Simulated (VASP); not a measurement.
# Ca (Im-3m) in VASP: further runs, part 2 of 2

VASP 6.6.1.

## (3) Relaxation of cell and atoms, PBE

This run uses another cell than the first one, of 47.70 Å³/atom.

INCAR reads:

```
SYSTEM = Ca
ALGO = Normal
EDIFF = 1E-6
EDIFFG = -0.01
ENCUT = 600
GGA = PE
IBRION = 2
ISIF = 3
ISMEAR = 0
LASPH = .TRUE.
LCHARG = .FALSE.
LREAL = .FALSE.
LWAVE = .FALSE.
NELM = 100
NSW = 100
PREC = Accurate
SIGMA = 0.1
```

KPOINTS reads:

```
k-points
0
G
  18 18 18
  0 0 0
```

POSCAR reads:

```
Ca
1.0
   -2.2846774636      2.2846774636      2.2846774636
    2.2846774636     -2.2846774636      2.2846774636
    2.2846774636      2.2846774636     -2.2846774636
Ca
1
Direct
    0.0000000000      0.0000000000      0.0000000000
```

Potentials or basis: VASP PAW PBE potentials, release 64 (Ca_sv).

Run with:

```bash
$ cat potpaw_PBE.64/Ca_sv/POTCAR > POTCAR
$ mpirun -np 1 vasp_std > vasp.out
```

OUTCAR:

```text
SYSTEM = Ca
   EDIFF = 1E-6
   EDIFFG = -0.01
   ENCUT = 600
   GGA = PE
   IBRION = 2
   ISIF = 3
   ISMEAR = 0
   LASPH = .TRUE.
   LREAL = .FALSE.
   NELM = 100
   NSW = 100
   PREC = Accurate

 ion  position               nearest neighbor table
   1  0.000  0.000  0.000-

  LATTYP: Found a body centered cubic cell.
 ALAT       =     4.5693549272

  Lattice vectors:

 A1 = (  -2.2846774636,   2.2846774636,   2.2846774636)
 A2 = (   2.2846774636,  -2.2846774636,   2.2846774636)
 A3 = (   2.2846774636,   2.2846774636,  -2.2846774636)

Analysis of symmetry for initial positions (statically):
=====================================================================
 Subroutine PRICEL returns:
 Original cell was already a primitive cell.

 Routine SETGRP: Setting up the symmetry group for a
 body centered cubic supercell.

 Subroutine GETGRP returns: Found 48 space group operations
 (whereof 48 operations were pure point group operations)
 out of a pool of 48 trial point group operations.

The static configuration has the point symmetry O_h .

Analysis of symmetry for dynamics (positions and initial velocities):
=====================================================================
 Subroutine PRICEL returns:
 Original cell was already a primitive cell.

 Routine SETGRP: Setting up the symmetry group for a
 body centered cubic supercell.

 Subroutine GETGRP returns: Found 48 space group operations
 (whereof 48 operations were pure point group operations)
 out of a pool of 48 trial point group operations.

The dynamic configuration has the point symmetry O_h .

 Subroutine INISYM returns: Found 48 space group operations
 (whereof 48 operations are pure point group operations),
 and found     1 'primitive' translations

----------------------------------------------------------------------------------------

                                     Primitive cell

  volume of cell :      47.7018

  direct lattice vectors                    reciprocal lattice vectors
    -2.284677464  2.284677464  2.284677464     0.000000000  0.218849272  0.218849272
     2.284677464 -2.284677464  2.284677464     0.218849272  0.000000000  0.218849272
     2.284677464  2.284677464 -2.284677464     0.218849272  0.218849272  0.000000000

  length of vectors
     3.957177446  3.957177446  3.957177446     0.309499609  0.309499609  0.309499609

  position of ions in fractional coordinates (direct lattice)
     0.000000000  0.000000000  0.000000000

  ion indices of the primitive-cell ions
   primitive index   ion index
                 1           1

----------------------------------------------------------------------------------------

 KPOINTS: k-points

Automatic generation of k-mesh.
 Grid dimensions read from file:
 generate k-points for:   18   18   18

 Generating k-lattice:

  Cartesian coordinates                     Fractional coordinates (reciprocal lattice)
     0.000000000  0.012158293  0.012158293     0.055555556  0.000000000  0.000000000
[... 44 lines left out ...]
   dimension x,y,z NGX =    32 NGY =   32 NGZ =   32
   dimension x,y,z NGXF=    64 NGYF=   64 NGZF=   64
   ions per type =               1
   NGX,Y,Z   is equivalent  to a cutoff of  13.44, 13.44, 13.44 a.u.
   NGXF,Y,Z  is equivalent  to a cutoff of  26.89, 26.89, 26.89 a.u.
 SYSTEM =  Ca
   PREC   = accura    normal or accurate (medium, high low for compatibility)
   ISTART =      0    job   : 0-new  1-cont  2-samecut
   ICHARG =      2    charge: 1-file 2-atom 10-const
   ISPIN  =      1    spin polarized calculation?
   LNONCOLLINEAR =      F non collinear calculations
   LSORBIT =      F    spin-orbit coupling
   LASPH  =      T    aspherical Exc in radial PAW
   ENCUT  =  600.0 eV  44.10 Ry    6.64 a.u.   7.90  7.90  7.90*2*pi/ulx,y,z
   NELM   =    100;   NELMIN=  2; NELMDL= -5     # of ELM steps
   EDIFF  = 0.1E-05   stopping-criterion for ELM
   LREAL  =      F    real-space projection
   EDIFFG = -.1E-01   stopping-criterion for IOM
   NSW    =    100    number of steps for IOM
   IBRION =      2    ionic relax: 0-MD 1-quasi-New 2-CG
   NFREE  =      1    steps in history (QN), initial steepest desc. (CG)
   ISIF   =      3    stress and relaxation
   ISYM   =      2    0-nonsym 1-usesym 2-fastsym
   POTIM  = 0.5000    time-step for ionic-motion
   TEBEG  =    0.0;   TEEND  =   0.0 temperature during run
   PSTRESS=    0.0 pullay stress
   NELECT =      10.0000    total number of electrons
   NUPDOWN=      -1.0000    fix difference up-down
   EMIN   =  10.00;   EMAX   =-10.00  energy-range for DOS
   EFERMI =   0.00;   METHOD = LEGACY
   ISMEAR =     0;   SIGMA  =   0.10  broadening in eV -4-tet -1-fermi 0-gaus
   EFERMI_NEDOS =   21; number of points for ismear=-14 and -15
   IALGO  =     38    algorithm
   IMIX   =      4    mixing-type and parameters
     AMIX     =   0.40;   BMIX     =  1.00
     AMIX_MAG =   1.60;   BMIX_MAG =  1.00
  volume/ion in A,a.u.               =      47.70       321.91
  Fermi-wavevector in a.u.,A,eV,Ry     =   0.972516  1.837788 12.868209  0.945787
  Thomas-Fermi vector in A             =   2.102820
   LORBIT       =      0    0 simple, 1 ext, 2 COOP (PROOUT), +10 PAW based schemes
   GGA     = PE    functional components
   LHFCALC =     F    Hartree Fock is set to
   AEXX    =    0.0000 exact exchange contribution
   IVDW    =     0    specifies the selected vdW correction
   LEPSILON=     F    determine dielectric tensor
   LRPA    =     F    only Hartree local field effects (RPA)
 conjugate gradient relaxation of ions
 non-spin polarized calculation
 Gauss-broadening in eV      SIGMA  =   0.10
  energy-cutoff  :      600.00
  volume of cell :       47.70
 maximum number of plane-waves:      1638
   NGX = 15   NGY = 15   NGZ = 15

--------------------------------------- Ionic step        1  -------------------------------------------

 number of electron      10.0000002 magnetization

 Free energy of the ion-electron system (eV)
  ---------------------------------------------------
  ext. energy  EPLUGINS =         0.00000000
  ---------------------------------------------------
  free energy    TOTEN  =        -1.88545914 eV

  energy without entropy =       -1.87662969  energy(sigma->0) =       -1.88104441

------------------------ aborting loop because EDIFF is reached ----------------------------------------

  FORCE on cell =-STRESS in cart. coord.  units (eV):
  Direction    XX          YY          ZZ          XY          YZ          ZX
  --------------------------------------------------------------------------------------
  -------------------------------------------------------------------------------------
  Total       -0.4999263     -0.4999263     -0.4999263      0.0000000      0.0000000     -0.0000000
  in kB      -16.7912045    -16.7912045    -16.7912045      0.0000000      0.0000000     -0.0000000
  external PRESSURE =     -16.7912045 kB  Pullay stress =       0.0000000 kB
[... 92 lines left out ...]
--------------------------------------- Ionic step        4  -------------------------------------------

 number of electron      10.0000000 magnetization

 Free energy of the ion-electron system (eV)
  ---------------------------------------------------
  ext. energy  EPLUGINS =         0.00000000
  ---------------------------------------------------
  free energy    TOTEN  =        -1.91656531 eV

  energy without entropy =       -1.90719373  energy(sigma->0) =       -1.91187952

 E-fermi :   2.0226     XC(G=0):  -7.7337

 val. band max:        2.0121004565   @ k =   0.5000   0.5000   0.3333
 cond. band min:       2.0236503922   @ k =  -0.3889  -0.4444   0.2222
 fundamental gap:      0.0115499356
 Fermi energy:         2.0226317338

 k-point     1 :       0.0000    0.0000    0.0000
  band No.  band energies     occupation
      1     -40.0521      2.00000
      2     -20.9679      2.00000
      3     -20.9679      2.00000
      4     -20.9679      2.00000
      5      -2.0615      2.00000
      6       4.3029      0.00000
      7       4.3029      0.00000
      8       4.3029      0.00000
      9       5.3565      0.00000
[... 265 lines left out ...]
 k-point    24 :       0.3889    0.1111    0.0000
  band No.  band energies     occupation
      1     -40.0372      2.00000
      2     -21.0990      2.00000
      3     -21.0182      2.00000
      4     -20.9739      2.00000
      5       0.9667      2.00000
      6       2.2341      0.00278
      7       3.2989      0.00000
      8       5.2163      0.00000
      9       5.6265      0.00000

 [... further k-points ...]

------------------------ aborting loop because EDIFF is reached ----------------------------------------

  FORCE on cell =-STRESS in cart. coord.  units (eV):
  Direction    XX          YY          ZZ          XY          YZ          ZX
  --------------------------------------------------------------------------------------
  -------------------------------------------------------------------------------------
  Total       -0.0004670     -0.0004670     -0.0004670      0.0000000      0.0000000      0.0000000
  in kB       -0.0177250     -0.0177250     -0.0177250      0.0000000      0.0000000      0.0000000
  external PRESSURE =      -0.0177250 kB  Pullay stress =       0.0000000 kB
[... 16 lines left out ...]
  FREE ENERGIE OF THE ION-ELECTRON SYSTEM (eV)
  ---------------------------------------------------
  free  energy   TOTEN  =        -1.9165653113 eV

  energy  without entropy=       -1.9071937267  energy(sigma->0) =       -1.91187952

 reached required accuracy - stopping structural energy minimisation
```

CONTCAR:

```text
Ca
   1.00000000000000
    -2.1934342469872994    2.1934342469872994    2.1934342469872994
     2.1934342469872994   -2.1934342469872994    2.1934342469872994
     2.1934342469872994    2.1934342469872994   -2.1934342469872994
  Ca
     1
Direct
     1.0000000000000000    1.0000000000000000    1.0000000000000000

  0.00000000E+00  0.00000000E+00  0.00000000E+00
```

Wall time 6.5 min (1 thread of Intel Xeon 8259CL, shared host); peak memory 0.28 GiB.

What came out:

```yaml
Free_energy: -1.9166 eV
Relaxed_volume: 42.21 Å³/atom
Relaxed_cell: a = 3.799 Å, b = 3.799 Å, c = 3.799 Å, α = 109.47°, β = 109.47°, γ = 109.47°
Space_group_after_relaxing_to_0.1_Å: Im-3m (No. 229)
Energy_gained_by_relaxing: 31.1 meV/atom
Ionic_steps: 4
Pressure_after_relaxing: 0.0 GPa
Band_gap_on_the_k_mesh: zero (bands 5 and 6 overlap by 0.29 eV)
```

Step by step:
```tsv
step	energy change (eV)	largest force (eV/Å)	pressure (GPa)	volume (Å³)
1	0.0000	0.0000	-1.68	47.70
2	-0.0260	0.0000	-0.75	44.33
3	-0.0310	0.0000	-0.09	42.44
4	-0.0311	0.0000	0.00	42.21
```

Final structure:
```yaml
crystal:
  lattice:
    - [-2.19343, 2.19343, 2.19343]
    - [2.19343, -2.19343, 2.19343]
    - [2.19343, 2.19343, -2.19343]
  atoms:
    - { symbol: Ca, position: [0.00000, 0.00000, 0.00000] }
```
